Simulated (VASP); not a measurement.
# Os (C2/m) in VASP: single point with r2SCAN

Aim: the single point of Os with r2SCAN.

All numbers are computed with VASP 6.6.1; they aren't measurements. Logs are shortened: lines on timing, memory, paths and dates and some standing lists are left out, and cuts for length are marked.

### 1 The cell of the first run

The structure is monoclinic, space group C2/m (No. 12). The conventional cell has a = 4.736 Å, b = 2.734 Å, c = 4.320 Å, α = 90.00°, β = 90.00°, γ = 90.00°. Within 2.1 Å of Os (site symmetry m) lie 1 Os at 1.55 Å.

### 2 Single point, r2SCAN (shortest bond scaled by 0.58)

The input, POSCAR:

```
Os
1.0
    2.7341000000      0.0000000000      0.0000000000
   -1.3670500000      2.3678000565      0.0000000000
    0.0000000000      0.0000000000      4.3197000000
Os
2
Direct
    0.1933333333      0.5966666667      0.1450000000
    0.8066666667      0.4033333333      0.8550000000
```

The input, INCAR.step1:

```
PREC = Accurate ; ENCUT = 520
ISMEAR = -1 ; SIGMA = 0.05
LREAL = False ; LASPH = True
NELM = 80 ; NBANDS = 15
GGA = PE ; ALGO = Normal
EDIFF = 1E-4 ; LWAVE = True
LCHARG = False
```

The input, INCAR.step2:

```
PREC = Accurate ; ENCUT = 520
EDIFF = 1E-6 ; ISMEAR = -1
SIGMA = 0.05 ; LREAL = False
LASPH = True ; NELM = 80
ALGO = Normal ; ISIF = 2
LWAVE = False ; LCHARG = False
METAGGA = R2SCAN ; LMIXTAU = True
NBANDS = 15 ; ISTART = 1
```

The input, KPOINTS:

```
Automatic mesh
0
Gamma
  13 13 7
```

Potentials or basis: VASP PAW PBE potentials, release 64 (Os).

Launch:

```
> cat potpaw_PBE.64/Os/POTCAR > POTCAR
> cp INCAR.step1 INCAR
> mpirun -np 1 vasp_std > vasp.out
> cp INCAR.step2 INCAR
> mpirun -np 1 vasp_std > vasp.out
```

OUTCAR:

```text
PREC = Accurate
   ENCUT = 520
   EDIFF = 1E-6
   ISMEAR = -1
   LREAL = False
   LASPH = True
   NELM = 80
   ISIF = 2
   METAGGA = R2SCAN
   ISTART = 1

 ion  position               nearest neighbor table
   1  0.193  0.597  0.145-   2 1.55   2 2.36   2 2.36   2 3.14   2 3.14   2 3.20
   2  0.807  0.403  0.855-   1 1.55   1 2.36   1 2.36   1 3.14   1 3.14   1 3.20

 -----------------------------------------------------------------------------
|                                                                             |
|           W    W    AA    RRRRR   N    N  II  N    N   GGGG   !!!           |
|           W    W   A  A   R    R  NN   N  II  NN   N  G    G  !!!           |
|           W    W  A    A  R    R  N N  N  II  N N  N  G       !!!           |
|           W WW W  AAAAAA  RRRRR   N  N N  II  N  N N  G  GGG   !            |
|           WW  WW  A    A  R   R   N   NN  II  N   NN  G    G                |
|           W    W  A    A  R    R  N    N  II  N    N   GGGG   !!!           |
|                                                                             |
|     The distance between some ions is very small. Please check the          |
|     nearest-neighbor list in the OUTCAR file.                               |
|     I HOPE YOU KNOW WHAT YOU ARE DOING!                                     |
|                                                                             |
 -----------------------------------------------------------------------------

  LATTYP: Found a hexagonal cell.
 ALAT       =     2.7341000000
 C/A-ratio  =     1.5799348963

  Lattice vectors:

 A1 = (   2.7341000000,   0.0000000000,   0.0000000000)
 A2 = (  -1.3670500000,   2.3678000565,   0.0000000000)
 A3 = (   0.0000000000,   0.0000000000,   4.3197000000)

Analysis of symmetry for initial positions (statically):
=====================================================================
 Subroutine PRICEL returns:
 Original cell was already a primitive cell.

 Routine SETGRP: Setting up the symmetry group for a
 hexagonal supercell.

 Subroutine GETGRP returns: Found  4 space group operations
 (whereof  4 operations were pure point group operations)
 out of a pool of 24 trial point group operations.

The static configuration has the point symmetry C_2h.

Analysis of symmetry for dynamics (positions and initial velocities):
=====================================================================
 Subroutine PRICEL returns:
 Original cell was already a primitive cell.

 Routine SETGRP: Setting up the symmetry group for a
 hexagonal supercell.

 Subroutine GETGRP returns: Found  4 space group operations
[... 116 lines left out ...]
   EMIN   =  10.00;   EMAX   =-10.00  energy-range for DOS
   EFERMI =   0.00;   METHOD = LEGACY
   ISMEAR =    -1;   SIGMA  =   0.05  broadening in eV -4-tet -1-fermi 0-gaus
   EFERMI_NEDOS =   21; number of points for ismear=-14 and -15
   IALGO  =     38    algorithm
   IMIX   =      4    mixing-type and parameters
     AMIX     =   0.40;   BMIX     =  1.00
     AMIX_MAG =   1.60;   BMIX_MAG =  1.00
  volume/ion in A,a.u.               =      13.98        94.36
  Fermi-wavevector in a.u.,A,eV,Ry     =   1.359076  2.568282 25.131161  1.847088
  Thomas-Fermi vector in A             =   2.485855
   LORBIT       =      0    0 simple, 1 ext, 2 COOP (PROOUT), +10 PAW based schemes
   METAGGA = R2SCAN    functional components
   LHFCALC =     F    Hartree Fock is set to
   AEXX    =    0.0000 exact exchange contribution
   IVDW    =     0    specifies the selected vdW correction
   LEPSILON=     F    determine dielectric tensor
   LRPA    =     F    only Hartree local field effects (RPA)
 non-spin polarized calculation
  energy-cutoff  :      520.00
  volume of cell :       27.96
 maximum number of plane-waves:       766
   NGX = 11   NGY = 11   NGZ = 17

 number of electron      16.0000002 magnetization

 Free energy of the ion-electron system (eV)
  ---------------------------------------------------
  ext. energy  EPLUGINS =         0.00000000
  ---------------------------------------------------
  free energy    TOTEN  =       -85.18419103 eV

  energy without entropy =      -85.17416713  energy(sigma->0) =      -85.17917908

 E-fermi :  10.1608     XC(G=0): -14.6172

 val. band max:       10.1607014385   @ k =   0.0000   0.2308   0.1429
 cond. band min:      10.1621878069   @ k =  -0.1538  -0.4615   0.4286
 fundamental gap:      0.0014863684
 Fermi energy:        10.1608465520

 k-point     1 :       0.0000    0.0000    0.0000
  band No.  band energies     occupation
      1      -3.2612      2.00000
      2      -2.7793      2.00000
      3       0.0656      2.00000
      4       1.6193      2.00000
      5       2.0648      2.00000
      6       4.6983      2.00000
      7       4.8987      2.00000
      8      10.5519      0.00080
      9      11.3017      0.00000
     10      11.7202      0.00000
     11      14.7821      0.00000
     12      16.5333      0.00000
     13      18.4923      0.00000
     14      24.6028      0.00000
[... 401 lines left out ...]
      2      -0.6073      2.00000
      3       0.7886      2.00000
      4       2.1108      2.00000
      5       4.2152      2.00000
      6       5.2871      2.00000
      7       7.3578      2.00000
      8      10.1259      1.33598
      9      11.4547      0.00000
     10      12.6459      0.00000
     11      13.1594      0.00000
     12      18.5603      0.00000
     13      20.7185      0.00000
     14      21.8425      0.00000
     15      25.9834      0.00000

 [... further k-points ...]

------------------------ aborting loop because EDIFF is reached ----------------------------------------

  FORCE on cell =-STRESS in cart. coord.  units (eV):
  Direction    XX          YY          ZZ          XY          YZ          ZX
  --------------------------------------------------------------------------------------
  -------------------------------------------------------------------------------------
  Total       51.7763308     28.0861549     66.5916194     20.5162942     19.4669711     33.7176989
  in kB     2966.3940764   1609.1252929   3815.1986084   1175.4292463   1115.3109296   1931.7703778
  external PRESSURE =    2796.9059926 kB  Pullay stress =       0.0000000 kB

 VOLUME and BASIS-vectors are now :
 -----------------------------------------------------------------------------
  energy-cutoff  :      520.00
  volume of cell :       27.96
      direct lattice vectors                 reciprocal lattice vectors
     2.734100000  0.000000000  0.000000000     0.365751070  0.211166479  0.000000000
    -1.367050000  2.367800057  0.000000000     0.000000000  0.422332957  0.000000000
     0.000000000  0.000000000  4.319700000     0.000000000  0.000000000  0.231497558

 POSITION                                       TOTAL-FORCE (eV/Angst)
 -----------------------------------------------------------------------------------
     -0.28708      1.41279      0.62636        27.410827     15.825648     54.470079
      1.65413      0.95501      3.69334       -27.410827    -15.825648    -54.470079
 -----------------------------------------------------------------------------------
    total drift:                                0.000000     -0.000000     -0.000000

  FREE ENERGIE OF THE ION-ELECTRON SYSTEM (eV)
  ---------------------------------------------------
  free  energy   TOTEN  =       -85.1841910265 eV

  energy  without entropy=      -85.1741671300  energy(sigma->0) =      -85.17917908
```

It took 2.3 min on 1 thread of Intel Xeon 6975P-C (Granite Rapids), shared host; peak memory 0.23 GiB.

What came out:

- Free energy: -85.1842 eV
- Pressure: 279.7 GPa
- Largest force: 62.998 eV/Å
- Band gap on the k mesh: zero (bands 8 and 9 overlap by 2.51 eV)

Forces on the atoms (eV/Å):
```
Os   27.411  15.826  54.470
Os  -27.411 -15.826 -54.470
```

Caveat: the cell differs from its parent crystal (shortest bond scaled by 0.58); atoms lie so close that the PAW spheres overlap strongly, which falsifies energies and pressures; the stress differs along the axes, from 161 to 382 GPa; the PAW data sets were made with another functional, which shifts forces and pressure a little; spin-orbit coupling is left out, which moves the levels of the heavy elements.
